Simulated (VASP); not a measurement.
# Te2Mo (P-3m1) in VASP: a series of runs

The runs below take Te2Mo through single point, with HSE06, PBE-based screened hybrid with 40 % exact exchange.

All numbers are computed with VASP 6.6.1; they aren't measurements. Logs are shortened: lines on timing, memory, paths and dates and some standing lists are left out, and cuts for length are marked.

## 1. The cell of the first run

Symmetry: P-3m1, No. 164, trigonal system. Conventional cell: a = 3.519 Å, b = 3.519 Å, c = 7.214 Å, α = 90.00°, β = 90.00°, γ = 120.00°. Within 3.6 Å of Mo (site symmetry -3m) lie 6 Te at 2.73 Å and 6 Mo at 3.52 Å. Te (site symmetry 3m) has 3 Mo at 2.73 Å and 6 Te at 3.52 Å within 3.6 Å.

## 2. Single point, HSE06

The input, POSCAR:

```
Te2Mo
1.0
    3.5194545161      0.0000000000      0.0000000000
   -1.7597272580      3.0479370184      0.0000000000
    0.0000000000      0.0000000000      7.2144528824
Mo Te
1 2
Direct
    0.0000000000      0.0000000000      0.0000000000
    0.3333333333      0.6666666667      0.2534156080
    0.6666666667      0.3333333333      0.7465843920
```

The input, INCAR.step1:

```
  ALGO = Normal
  EDIFF = 1E-5
  ENCUT = 400
  GGA = PE
  GGA_COMPAT = F
  ISIF = 2
  ISMEAR = -1
  LASPH = T
  LCHARG = F
  LREAL = F
  LWAVE = T
  NBANDS = 20
  NELM = 120
  PREC = Accurate
  SIGMA = 0.02
```

The input, INCAR.step2:

```
  ALGO = Normal
  EDIFF = 1E-6
  ENCUT = 400
  GGA = PE
  GGA_COMPAT = F
  HFSCREEN = 0.2079
  ISIF = 2
  ISMEAR = -1
  ISTART = 1
  LASPH = T
  LCHARG = F
  LHFCALC = T
  LREAL = F
  LWAVE = F
  NBANDS = 20
  NELM = 120
  PREC = Accurate
  PRECFOCK = Normal
  SIGMA = 0.02
```

The input, KPOINTS:

```
k-points
0
Gamma
  6 6 2
```

Potentials or basis: VASP PAW PBE potentials, release 64 (Mo_sv, Te).

On the command line:

```sh
$ cat potpaw_PBE.64/Mo_sv/POTCAR potpaw_PBE.64/Te/POTCAR > POTCAR
$ cp INCAR.step1 INCAR
$ mpirun -np 1 vasp_std > vasp.out
$ cp INCAR.step2 INCAR
$ mpirun -np 1 vasp_std > vasp.out
```

OUTCAR:

```text
EDIFF = 1E-6
   ENCUT = 400
   GGA = PE
   HFSCREEN = 0.2079
   ISIF = 2
   ISMEAR = -1
   ISTART = 1
   LASPH = T
   LHFCALC = T
   LREAL = F
   NELM = 120
   PREC = Accurate
   PRECFOCK = Normal

 ion  position               nearest neighbor table
   1  0.000  0.000  0.000-   2 2.73   3 2.73   2 2.73   3 2.73   3 2.73   2 2.73
   2  0.333  0.667  0.253-   1 2.73   1 2.73   1 2.73
   3  0.667  0.333  0.747-   1 2.73   1 2.73   1 2.73

  LATTYP: Found a hexagonal cell.
 ALAT       =     3.5194545161
 C/A-ratio  =     2.0498781415

  Lattice vectors:

 A1 = (   3.5194545161,   0.0000000000,   0.0000000000)
 A2 = (  -1.7597272580,   3.0479370184,   0.0000000000)
 A3 = (   0.0000000000,   0.0000000000,   7.2144528824)

Analysis of symmetry for initial positions (statically):
=====================================================================
 Subroutine PRICEL returns:
 Original cell was already a primitive cell.

 Routine SETGRP: Setting up the symmetry group for a
 hexagonal supercell.

 Subroutine GETGRP returns: Found 12 space group operations
 (whereof 12 operations were pure point group operations)
 out of a pool of 24 trial point group operations.

The static configuration has the point symmetry D_3d.

Analysis of symmetry for dynamics (positions and initial velocities):
=====================================================================
 Subroutine PRICEL returns:
 Original cell was already a primitive cell.

 Routine SETGRP: Setting up the symmetry group for a
 hexagonal supercell.

 Subroutine GETGRP returns: Found 12 space group operations
 (whereof 12 operations were pure point group operations)
 out of a pool of 24 trial point group operations.

The dynamic configuration has the point symmetry D_3d.

 Subroutine INISYM returns: Found 12 space group operations
 (whereof 12 operations are pure point group operations),
 and found     1 'primitive' translations

----------------------------------------------------------------------------------------

                                     Primitive cell

  volume of cell :      77.3900

  direct lattice vectors                    reciprocal lattice vectors
     3.519454516  0.000000000  0.000000000     0.284134941  0.164045384  0.000000000
    -1.759727258  3.047937018  0.000000000     0.000000000  0.328090769  0.000000000
     0.000000000  0.000000000  7.214452882     0.000000000  0.000000000  0.138610650

  length of vectors
     3.519454516  3.519454516  7.214452882     0.328090769  0.328090769  0.138610650

  position of ions in fractional coordinates (direct lattice)
     0.000000000  0.000000000  0.000000000
     0.333333333  0.666666667  0.253415608
     0.666666667  0.333333333  0.746584392

  ion indices of the primitive-cell ions
   primitive index   ion index
                 1           1
                 2           2
                 3           3

----------------------------------------------------------------------------------------

 KPOINTS: k-points

Automatic generation of k-mesh.
 Grid dimensions read from file:
 generate k-points for:    6    6    2

 Generating k-lattice:

  Cartesian coordinates                     Fractional coordinates (reciprocal lattice)
     0.047355823  0.027340897  0.000000000     0.166666667  0.000000000  0.000000000
     0.000000000  0.054681795  0.000000000     0.000000000  0.166666667  0.000000000
     0.000000000  0.000000000  0.069305325     0.000000000  0.000000000  0.500000000

  Length of vectors
     0.054681795  0.054681795  0.069305325

  Shift w.r.t. Gamma in fractional coordinates (k-lattice)
     0.000000000  0.000000000  0.000000000

 Subroutine IBZKPT returns following result:
 ===========================================

 Found     14 irreducible k-points:

 Following reciprocal coordinates:
            Coordinates               Weight
  0.000000  0.000000  0.000000      1.000000
  0.166667 -0.000000  0.000000      6.000000
  0.333333 -0.000000  0.000000      6.000000
  0.500000 -0.000000  0.000000      3.000000
  0.166667  0.166667  0.000000      6.000000
  0.333333  0.166667  0.000000     12.000000
  0.333333  0.333333  0.000000      2.000000
  0.000000  0.000000  0.500000      1.000000
  0.166667 -0.000000  0.500000      6.000000
  0.333333 -0.000000  0.500000      6.000000
  0.500000 -0.000000  0.500000      3.000000
  0.166667  0.166667  0.500000      6.000000
  0.333333  0.166667  0.500000     12.000000
  0.333333  0.333333  0.500000      2.000000
   k-points           NKPTS =     14   k-points in BZ     NKDIM =     72   number of bands    NBANDS=     20
   number of dos      NEDOS =    301   number of ions     NIONS =      3
   total plane-waves  NPLWV =  27648
   dimension x,y,z NGX =    24 NGY =   24 NGZ =   48
   dimension x,y,z NGXF=    48 NGYF=   48 NGZF=   96
   ions per type =               1   2
   NGX,Y,Z   is equivalent  to a cutoff of  11.34, 11.34, 11.06 a.u.
   NGXF,Y,Z  is equivalent  to a cutoff of  22.67, 22.67, 22.12 a.u.
 SYSTEM =  unknown system
   PREC   = accura    normal or accurate (medium, high low for compatibility)
   ISTART =      1    job   : 0-new  1-cont  2-samecut
   ICHARG =      0    charge: 1-file 2-atom 10-const
   ISPIN  =      1    spin polarized calculation?
   LNONCOLLINEAR =      F non collinear calculations
   LSORBIT =      F    spin-orbit coupling
   LASPH  =      T    aspherical Exc in radial PAW
   ENCUT  =  400.0 eV  29.40 Ry    5.42 a.u.   5.74  5.74 11.76*2*pi/ulx,y,z
   NELM   =    120;   NELMIN=  2; NELMDL=  0     # of ELM steps
   EDIFF  = 0.1E-05   stopping-criterion for ELM
   LREAL  =      F    real-space projection
   EDIFFG = 0.1E-04   stopping-criterion for IOM
   NSW    =      0    number of steps for IOM
   IBRION =     -1    ionic relax: 0-MD 1-quasi-New 2-CG
   NFREE  =      0    steps in history (QN), initial steepest desc. (CG)
   ISIF   =      2    stress and relaxation
   ISYM   =      3    0-nonsym 1-usesym 2-fastsym
   POTIM  = 0.5000    time-step for ionic-motion
   TEBEG  =    0.0;   TEEND  =   0.0 temperature during run
   PSTRESS=    0.0 pullay stress
   NELECT =      26.0000    total number of electrons
   NUPDOWN=      -1.0000    fix difference up-down
   EMIN   =  10.00;   EMAX   =-10.00  energy-range for DOS
   EFERMI =   0.00;   METHOD = LEGACY
   ISMEAR =    -1;   SIGMA  =   0.02  broadening in eV -4-tet -1-fermi 0-gaus
   EFERMI_NEDOS =   21; number of points for ismear=-14 and -15
   IALGO  =     38    algorithm
   IMIX   =      1    mixing-type and parameters
     AMIX     =   0.40;   BMIX     =  1.00
     AMIX_MAG =   1.60;   BMIX_MAG =  1.00
  volume/ion in A,a.u.               =      25.80       174.08
  Fermi-wavevector in a.u.,A,eV,Ry     =   1.138075  2.150651 17.622478  1.295216
  Thomas-Fermi vector in A             =   2.274780
   LORBIT       =      0    0 simple, 1 ext, 2 COOP (PROOUT), +10 PAW based schemes
   GGA     = PE    functional components
   LHFCALC =     T    Hartree Fock is set to
   PRECFOCK=normal    Normal, Fast or Accurate (Low or Medium for compatibility)
   ENCUT4O =  -1.0   cutoff for four orbital integrals eV
   NKREDX  =     1    reduce k-point grid by
   NKREDY  =     1    reduce k-point grid by
   NKREDZ  =     1    reduce k-point grid by
   AEXX    =    0.2500 exact exchange contribution
   HFSCREEN=    0.2079 screening length (either q_TF or 0.3 A-1)
   HFSCREENC=   0.2079 screening length for correlation (either q_TF or 0.3 A-1)
   ENCUTFOCK=  -1.0 apply spherical cutoff to Coloumb kernel
   IVDW    =     0    specifies the selected vdW correction
   LEPSILON=     F    determine dielectric tensor
   LRPA    =     F    only Hartree local field effects (RPA)
 non-spin polarized calculation
  energy-cutoff  :      400.00
  volume of cell :       77.39
 maximum number of plane-waves:      1420
 NGX is ok and might be reduce to    24
  NGX = 18; NGY = 18; NGZ = 36

 number of electron      26.0000006 magnetization

 Free energy of the ion-electron system (eV)
  ---------------------------------------------------
  ext. energy  EPLUGINS =         0.00000000
  ---------------------------------------------------
  free energy    TOTEN  =       -21.16044421 eV

  energy without entropy =      -21.16041772  energy(sigma->0) =      -21.16043097

 E-fermi :   8.2591     XC(G=0):  -8.4961

 val. band max:        8.1139332375   @ k =   0.3333   0.3333   0.5000
 cond. band min:       8.4123543779   @ k =   0.1667   0.1667   0.5000
 fundamental gap:      0.2984211404
 Fermi energy:         8.2590838075

 k-point     1 :       0.0000    0.0000    0.0000
  band No.  band energies     occupation
      1     -57.4663      2.00000
      2     -30.1603      2.00000
      3     -30.0906      2.00000
      4     -30.0905      2.00000
      5      -6.7905      2.00000
      6      -5.5115      2.00000
[... 12 lines left out ...]
     19      14.3598      0.00000
     20      16.9670      0.00000

 k-point     2 :       0.1667   -0.0000    0.0000
  band No.  band energies     occupation
      1     -57.4629      2.00000
      2     -30.1520      2.00000
      3     -30.1358      2.00000
      4     -30.1017      2.00000
      5      -6.3505      2.00000
      6      -5.2523      2.00000
[... 12 lines left out ...]
     19      15.4137      0.00000
     20      16.6193      0.00000

 k-point     3 :       0.3333   -0.0000    0.0000
  band No.  band energies     occupation
      1     -57.4562      2.00000
      2     -30.2243      2.00000
      3     -30.1344      2.00000
      4     -30.1242      2.00000
      5      -5.2101      2.00000
      6      -4.6135      2.00000
[... 12 lines left out ...]
     19      14.2058      0.00000
     20      14.6510      0.00000

 k-point     4 :       0.5000   -0.0000    0.0000
  band No.  band energies     occupation
      1     -57.4528      2.00000
      2     -30.2678      2.00000
      3     -30.1358      2.00000
      4     -30.1255      2.00000
      5      -4.4364      2.00000
      6      -4.0996      2.00000
[... 199 lines left out ...]
 k-point    13 :       0.3333    0.1667    0.5000
  band No.  band energies     occupation
      1     -57.4528      2.00000
      2     -30.2454      2.00000
      3     -30.1575      2.00000
      4     -30.1257      2.00000
      5      -4.4539      2.00000
      6      -4.1572      2.00000
[... 12 lines left out ...]
     19      13.9170      0.00000
     20      16.0266      0.00000

 k-point    14 :       0.3333    0.3333    0.5000
  band No.  band energies     occupation
      1     -57.4512      2.00000
      2     -30.2148      2.00000
      3     -30.2148      2.00000
      4     -30.1214      2.00000
      5      -3.9608      2.00000
      6      -3.9608      2.00000
[... 12 lines left out ...]
     19      14.3571      0.00000
     20      14.3767      0.00000

------------------------ aborting loop because EDIFF is reached ----------------------------------------

  FORCE on cell =-STRESS in cart. coord.  units (eV):
  Direction    XX          YY          ZZ          XY          YZ          ZX
  --------------------------------------------------------------------------------------
  -------------------------------------------------------------------------------------
  Total       -1.3109167     -1.3109167     -0.5028520     -0.0000000      0.0000000     -0.0000000
  in kB      -27.1394434    -27.1394434    -10.4103656     -0.0000000      0.0000000     -0.0000000
  external PRESSURE =     -21.5630842 kB  Pullay stress =       0.0000000 kB

 VOLUME and BASIS-vectors are now :
 -----------------------------------------------------------------------------
  energy-cutoff  :      400.00
  volume of cell :       77.39
      direct lattice vectors                 reciprocal lattice vectors
     3.519454516  0.000000000  0.000000000     0.284134941  0.164045384  0.000000000
    -1.759727258  3.047937018  0.000000000     0.000000000  0.328090769  0.000000000
     0.000000000  0.000000000  7.214452882     0.000000000  0.000000000  0.138610650

 POSITION                                       TOTAL-FORCE (eV/Angst)
 -----------------------------------------------------------------------------------
      0.00000      0.00000      0.00000        -0.000000      0.000000      0.000000
     -0.00000      2.03196      1.82825        -0.000000      0.000000     -0.249341
      1.75973      1.01598      5.38620         0.000000     -0.000000      0.249341
 -----------------------------------------------------------------------------------
    total drift:                                0.000000     -0.000000      0.000000

  FREE ENERGIE OF THE ION-ELECTRON SYSTEM (eV)
  ---------------------------------------------------
  free  energy   TOTEN  =       -21.1604442110 eV

  energy  without entropy=      -21.1604177208  energy(sigma->0) =      -21.16043097
```

Wall time 65 min (1 thread of AMD EPYC 7R13, shared host); peak memory 0.26 GiB.

What came out:

```yaml
Free_energy: -21.1604 eV
Pressure: -2.2 GPa
Largest_force: 0.249 eV/Å
Band_gap_on_the_k_mesh: zero (bands 13 and 14 overlap by 0.56 eV)
```

Forces in eV/Å, atoms in the order of the input:
```
Mo   0.000  0.000  0.000
Te   0.000  0.000 -0.249
Te   0.000  0.000  0.249
```

Stress tensor (GPa, compression positive):
```
-2.71  0.00  0.00
 0.00 -2.71  0.00
 0.00  0.00 -1.04
```

Levels at points of the mesh, in eV from the Fermi level:
```tsv
k point	band 11	band 12	band 13	band 14	band 15	band 16
(0.00, 0.00, 0.00)	-1.92	-1.24	-1.24	1.39	1.39	3.88
(0.50, 0.00, 0.00)	-3.61	-2.20	-1.25	0.76	1.13	2.73
(0.00, 0.00, 0.50)	-1.24	-1.24	-0.94	1.25	1.25	4.13
(0.50, 0.00, 0.50)	-2.63	-2.54	-0.99	0.76	1.39	3.05
```

Caveat: the k points lie up to 0.44 Å⁻¹ apart, too coarse for converged energies and pressures of a metal; the PAW data sets were made with another functional, which shifts forces and pressure a little; spin-orbit coupling is left out, which moves the levels of the heavy elements; this functional lacks dispersion, which binds the layers, so the pressure and a relaxed spacing across them are unreliable.

(Continued in part 2 of 2.)
